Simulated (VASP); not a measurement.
Runs of VASP 6.6.1 on AlNi. The structure is that of space group F-43m (No. 216), or close to it. The cells are those of the table. 

```csv
task,cell,k mesh,gap on the mesh (eV),pressure (GPa),relaxed volume (Å³/atom)
relaxation of cell and atoms,"relaxed from a = 3.791 Å, angles 60.0°, 2 atoms",18 × 18 × 18,none,0.0,(a)
single point,"a = 3.791 Å, angles 60.0°, 2 atoms",6 × 6 × 6,none,0.0,-
single point,"a = 3.789 Å, angles 60.0°, 2 atoms",18 × 18 × 18,none,0.1,-
relaxation of cell and atoms,"relaxed from a = 3.271 Å, angles 60.0°, 2 atoms",6 × 6 × 6,none,-0.3,19.33
```

Alike in all rows: level PBE; potentials or basis VASP PAW PBE potentials, release 64 (Al, Ni); no spin polarisation; cutoff (eV) 600; smearing gaussian 0.1 eV.

Question: Fill in the values left out.

Answer: (a) 19.22.

Caveats: some runs use coarse meshes; the volume moved by over 15 % at a fixed basis, so the end points are rough (at least some runs).

A gap of «none» marks levels without a gap at the run's occupations.
